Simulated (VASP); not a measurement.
Input of a VASP 6.6.1 run:

INCAR

```
  ALGO = Normal
  EDIFF = 1E-7
  ENCUT = 520
  GGA = PE
  ISIF = 2
  ISMEAR = 0
  IVDW = 12
  LASPH = True
  LCHARG = True
  LELF = True
  LREAL = False
  LVHAR = True
  LWAVE = False
  NBANDS = 33
  NELM = 100
  PREC = Accurate
  SIGMA = 0.0193
```

KPOINTS

```
k-points
0
Gamma
  5 5 3
```

File POSCAR:

```
SnPN
1.0
    3.6137850000      0.0000000000      0.0000000000
    0.0000000000      3.6137850000      0.0000000000
    0.0000000000      0.0000000000      7.6506970000
P Sn N
2 2 2
Direct
    0.0000000000      0.5000000000      0.0839000000
    0.5000000000      0.0000000000      0.9161000000
    0.0000000000      0.5000000000      0.6503000000
    0.5000000000      0.0000000000      0.3497000000
    0.0000000000      0.5000000000      0.3300000000
    0.5000000000      0.0000000000      0.6700000000
```

Potentials or basis: VASP PAW PBE potentials, release 64 (P, Sn_d, N).

Command:

```bash
$ cat potpaw_PBE.64/P/POTCAR potpaw_PBE.64/Sn_d/POTCAR potpaw_PBE.64/N/POTCAR > POTCAR
$ mpirun -np 1 vasp_std > vasp.out
```

Q: What does it give for the largest force?

A: 1.196 eV/Å.

Q: Predict the dispersion energy per atom.

A: -0.317 eV.

Forces on the atoms (eV/Å):
```
P    0.000  0.000  0.187
P    0.000  0.000 -0.187
Sn   0.000  0.000  0.618
Sn   0.000  0.000 -0.618
N    0.000  0.000 -1.196
N    0.000  0.000  1.196
```

Caveat: the cell stands under tension; forces of over 1 eV/Å act on the atoms, so gaps and moduli don't describe the material at rest.
